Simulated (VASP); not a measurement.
# Ge: single point with PBE

Ge:

```
Ge
1.0
     0.00000    1.69194    1.69194
     1.69194    0.00000    1.69194
     1.69194    1.69194    0.00000
Ge
1
Direct
  0.00000 0.00000 0.00000
```

```json
{
 "Program": "VASP 6.6.1",
 "Task": "single point",
 "Functional": "PBE",
 "Potentials or basis": "VASP PAW PBE potentials, release 64 (Ge_d)",
 "Cutoff": "500 eV",
 "k mesh": "10 × 10 × 10",
 "Occupations": "gaussian, width 0.1 eV",
 "Spin": "no spin polarisation",
 "Dipole correction": "no",
 "Further INCAR settings": "ALGO = Normal; EDIFF = 1e-06; NBANDS = 13"
}
```

- Pressure: 213.1 GPa
- Band gap on the k mesh: zero (band 7 reaches 34.02 eV, above the bottom of band 8 at 13.39 eV)

Levels at points of the mesh, in eV from the Fermi level:
| k point | band 4 | band 5 | band 6 | band 7 | band 8 | band 9 | band 10 | band 11 |
| --- | --- | --- | --- | --- | --- | --- | --- | --- |
| (0.00, 0.00, 0.00) | -25.94 | -25.94 | -21.34 | 16.90 | 16.90 | 16.90 | 17.06 | 19.45 |
| (0.50, 0.00, 0.00) | -25.67 | -25.67 | -11.40 | -10.20 | 12.68 | 12.68 | 15.59 | 16.89 |
| (0.50, 0.50, 0.00) | -25.60 | -25.60 | -8.97 | -5.67 | 3.60 | 3.60 | 7.34 | 10.52 |

Run time: 5 s on 1 thread of Intel(R) Xeon(R) 6975P-C (Granite Rapids), with other jobs on the host, peak memory 0.12 GiB.
